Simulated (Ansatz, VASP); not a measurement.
## One calculation of Pd, two programs

```
Pd
1.0
     0.00000    1.98064    1.98064
     1.98064    0.00000    1.98064
     1.98064    1.98064    0.00000
Pd
1
Direct
  0.00000 0.00000 0.00000
```

Alike in both runs: task single point; functional PBE; k mesh 9 × 9 × 9; occupations fermi-dirac, width 0.15 eV; no spin polarisation.

|  | VASP | Ansatz |
| --- | --- | --- |
| version | VASP 6.6.1 | Ansatz 0.2.0 |
| potentials or method | VASP PAW PBE potentials, release 64 (Pd), cutoff 500 eV | plane waves, PAW |
| valence electrons in the cell | 10 | 18 |

```tsv
	VASP	Ansatz	Ansatz less VASP
pressure (GPa)	-2.0	-1.8	+0.22
```

With one functional, cell and mesh, what is left measures potentials, basis and numerics. VASP's potentials hold 10 valence electrons a cell and Ansatz's 18, so a difference there can come from the potentials and not from the codes.
